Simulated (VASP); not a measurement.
A run of VASP 6.6.1 is set up as follows.

INCAR

```
ALGO = Normal ; EDIFF = 1E-6
ENCUT = 520 ; GGA = PS
ISIF = 2 ; ISMEAR = -1
LASPH = True ; LCHARG = False
LREAL = False ; LWAVE = False
NBANDS = 22 ; NELM = 100
PREC = Accurate ; SIGMA = 0.1
```

KPOINTS

```
k-points
0
Gamma
  14 14 14
```

The input POSCAR:

```
BiMo
1.0
    0.0000000000      2.2256396561      2.2256396561
    2.2256396561      0.0000000000      2.2256396561
    2.2256396561      2.2256396561      0.0000000000
Mo Bi
1 1
Direct
    0.0000000000      0.0000000000      0.0000000000
    0.5000000000      0.5000000000      0.5000000000
```

Potentials or basis: VASP PAW PBE potentials, release 64 (Mo_sv, Bi_d).

Command:

```sh
$ cat potpaw_PBE.64/Mo_sv/POTCAR potpaw_PBE.64/Bi_d/POTCAR > POTCAR
$ mpirun -np 1 vasp_std > vasp.out
```

(1) Estimate the pressure.

(2) What does it give for the band gap on the k mesh?

Answers

(1) 404.7 GPa.

(2) zero (an odd number of electrons rules out a gap without spin polarisation).

Caveat: the cell stands under pressure; the PAW data sets were made with another functional, which shifts forces and pressure a little; spin-orbit coupling is left out, which moves the levels of the heavy elements.
